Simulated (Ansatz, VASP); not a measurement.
Mg2Al in VASP and in Ansatz

Contents of INCAR:

```
ALGO     = Fast           # electronic algorithm
EDIFF    = 1E-6           # SCF threshold, eV
EDIFFG   = -0.04          # ionic threshold
ENCUT    = 600            # plane-wave cutoff, eV
GGA      = PE             # functional
IBRION   = 2              # ionic algorithm
ISIF     = 3              # what is computed and relaxed
ISMEAR   = 0              # smearing method
LASPH    = True           # aspherical terms in the spheres
LCHARG   = False          # write CHGCAR
LREAL    = False          # projectors in reciprocal space
LWAVE    = False          # write WAVECAR
NELM     = 100            # most SCF steps
NSW      = 90             # ionic steps
PREC     = Accurate       # precision mode
SIGMA    = 0.1            # smearing width, eV
```

The input KPOINTS:

```
k-points
0
Gamma
  6 6 2
```

Contents of POSCAR:

```
Mg2Al
1.0
    3.0790881653      0.0000000000      0.0000000000
   -1.5395440826      2.6665685716      0.0000000000
    0.0000000000      0.0000000000     11.9763903229
Mg Al
4 2
Direct
    0.3333333333      0.6666666667      0.6275000000
    0.6666666667      0.3333333333      0.1275000000
    0.3333333333      0.6666666667      0.8725000000
    0.6666666667      0.3333333333      0.3725000000
    0.3333333333      0.6666666667      0.2500000000
    0.6666666667      0.3333333333      0.7500000000
```

Input for Ansatz:

```yaml
crystal:
  lattice:
    - [3.0790881653, 0.0, 0.0]
    - [-1.5395440826, 2.6665685716, 0.0]
    - [0.0, 0.0, 11.9763903229]
  atoms:
    - { symbol: Mg, position: [0.3333333333, 0.6666666667, 0.6275] }
    - { symbol: Mg, position: [0.6666666667, 0.3333333333, 0.1275] }
    - { symbol: Mg, position: [0.3333333333, 0.6666666667, 0.8725] }
    - { symbol: Mg, position: [0.6666666667, 0.3333333333, 0.3725] }
    - { symbol: Al, position: [0.3333333333, 0.6666666667, 0.25] }
    - { symbol: Al, position: [0.6666666667, 0.3333333333, 0.75] }
basis:
  ecutwfc: 420
kpoints:
  mp_grid: { grid: [6, 6, 2] }
hamiltonian:
  xc: pbe
scf:
  occupations: { method: gaussian, width: 0.1 }
  lower_state_search: "off"
output:
  forces: true
  stress: true
  eigenvalues: true
relax:
  adjacent_minimum: "off"
  f_tol: 0.04
  max_steps: 70
  cell: { stress_tol: 0.4 }
```

Alike in both runs: task relaxation of cell and atoms; functional PBE; k mesh 6 × 6 × 2; occupations gaussian, width 0.1 eV; no spin polarisation.

|  | VASP | Ansatz |
| --- | --- | --- |
| version | VASP 6.6.1 | Ansatz 0.2.0 |
| potentials or method | VASP PAW PBE potentials, release 64 (Mg, Al), cutoff 600 eV | scalar-relativistic, plane waves, PAW |
| valence electrons in the cell | 14 | 46 |

```csv
,VASP,Ansatz,Ansatz less VASP
"gap on the k mesh at the Fermi level, each at its own relaxed structure (eV)",none,none,-
relaxed volume (Å³/atom),20.51,20.53,+0.018
relaxed cell length with the largest relative difference (Å),3.080,3.081,+0.0014
```

A gap of «none» marks a metal or a gap that the smearing closes. VASP's potentials hold 14 valence electrons a cell and Ansatz's 46, so a difference there can come from the potentials and not from the codes.

The k mesh is coarse, so the values compare programs but aren't converged. Noted on VASP's run: the volume moved by over 15 % at a fixed basis, so the end points are rough.
